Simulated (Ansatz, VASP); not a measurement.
**Two plane-wave programs on Sn**

INCAR

```
SYSTEM = Sn
  ALGO = Normal
  EDIFF = 1E-6
  ENCUT = 500
  GGA = PE
  GGA_COMPAT = .FALSE.
  ISIF = 2
  ISMEAR = 0
  LASPH = .TRUE.
  LCHARG = .FALSE.
  LREAL = .FALSE.
  LWAVE = .FALSE.
  NBANDS = 13
  NELM = 120
  PREC = Accurate
  SIGMA = 0.05
```

KPOINTS

```
k-points
0
G
  12 12 12
  0 0 0
```

POSCAR

```
Sn
1.0
   -1.8911406569      1.8911406569      1.8911406569
    1.8911406569     -1.8911406569      1.8911406569
    1.8911406569      1.8911406569     -1.8911406569
Sn
1
Direct
    0.0000000000      0.0000000000      0.0000000000
```

Input for Ansatz:

```yaml
crystal:
  lattice:
    - [-1.8911406569, 1.8911406569, 1.8911406569]
    - [1.8911406569, -1.8911406569, 1.8911406569]
    - [1.8911406569, 1.8911406569, -1.8911406569]
  atoms:
    - { symbol: Sn, position: [0.0, 0.0, 0.0] }
basis:
  ecutwfc: 420
  ecutrho_ratio: 4
kpoints:
  mp_grid: { grid: [12, 12, 12] }
hamiltonian:
  xc: pbe
scf:
  occupations: { method: gaussian, width: 0.05 }
output:
  forces: true
  stress: true
  eigenvalues: true
```

Alike in both runs: task single point; functional PBE; k mesh 12 × 12 × 12; occupations gaussian, width 0.05 eV; no spin polarisation.

|  | VASP | Ansatz |
| --- | --- | --- |
| version | VASP 6.6.1 | Ansatz 0.2.0 |
| potentials or method | VASP PAW PBE potentials, release 64 (Sn_d), cutoff 500 eV | scalar-relativistic, plane waves, PAW |
| valence electrons in the cell | 14 | 14 |

|  | VASP | Ansatz | Ansatz less VASP |
| --- | --- | --- | --- |
| gap on the k mesh at the Fermi level (eV) | none | none | - |
| pressure (GPa) | 0.7 | 0.8 | +0.05 |

A gap of «none» marks a metal or a gap that the smearing closes.
